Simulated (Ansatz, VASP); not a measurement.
## ZnS: VASP beside Ansatz

```
Zn S
1.0
     4.14248    0.00000    0.00000
    -2.07124    3.58749    0.00000
     0.00000    0.00000    5.43245
Zn S
2 2
Direct
  0.33333 0.66667 0.00520
  0.66667 0.33333 0.50520
  0.33333 0.66667 0.37980
  0.66667 0.33333 0.87980
```

Alike in both runs: task single point; functional PBE; k mesh 9 × 9 × 4; occupations gaussian, width 0.05 eV; no spin polarisation.

|  | VASP | Ansatz |
| --- | --- | --- |
| version | VASP 6.6.1 | Ansatz 0.2.0 |
| potentials or method | VASP PAW PBE potentials, release 64 (Zn, S), cutoff 520 eV | scalar-relativistic, plane waves, PAW |
| valence electrons in the cell | 36 | 36 |

Ansatz gave:

```
gap on the k mesh at the Fermi level (eV)                     : 1.70
least direct gap on the mesh (eV)                             : 1.70
pressure (GPa)                                                : 7.2
traceless stress, the component that is largest in VASP (GPa) : 26.37
rms of the force components (eV/Å)                            : 1.826
```

Problem. Which values does VASP return?

Solution. gap on the k mesh at the Fermi level (eV): 1.68; least direct gap on the mesh (eV): 1.68; pressure (GPa): 7.4; traceless stress, the component that is largest in VASP (GPa): 26.45; rms of the force components (eV/Å): 1.834.

Atom by atom the forces differ by 0.008 eV/Å (rms over components).
